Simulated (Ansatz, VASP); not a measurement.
## Si: VASP beside Ansatz

```
CELL_PARAMETERS angstrom
2.71547 -2.71547 0.00000
2.71547 0.00000 -2.71547
5.43094 5.43094 5.43094
ATOMIC_POSITIONS crystal
Si 0.66667 0.66667 0.83333
Si 0.00000 0.00000 0.50000
Si 0.33333 0.33333 0.16667
Si 0.66667 0.66667 0.08333
Si 0.00000 0.00000 0.75000
Si 0.33333 0.33333 0.41667
```

Alike in both runs: task single point; functional r2SCAN; k mesh 8 × 8 × 3; occupations gaussian, width 0.05 eV; no spin polarisation.

```csv
,VASP,Ansatz
version,VASP 6.6.1,Ansatz 0.2.0
potentials or method,"VASP PAW PBE potentials, release 64 (Si), cutoff 520 eV","scalar-relativistic, plane waves, PAW"
valence electrons in the cell,24,24
```

|  | VASP | Ansatz | Ansatz less VASP |
| --- | --- | --- | --- |
| gap on the k mesh at the Fermi level (eV) | 0.89 | 0.87 | -0.015 |
| least direct gap on the mesh (eV) | 2.02 | 2.00 | -0.012 |
| pressure (GPa) | 0.5 | 0.7 | +0.24 |

VASP's potentials were made for PBE, not for r2SCAN.
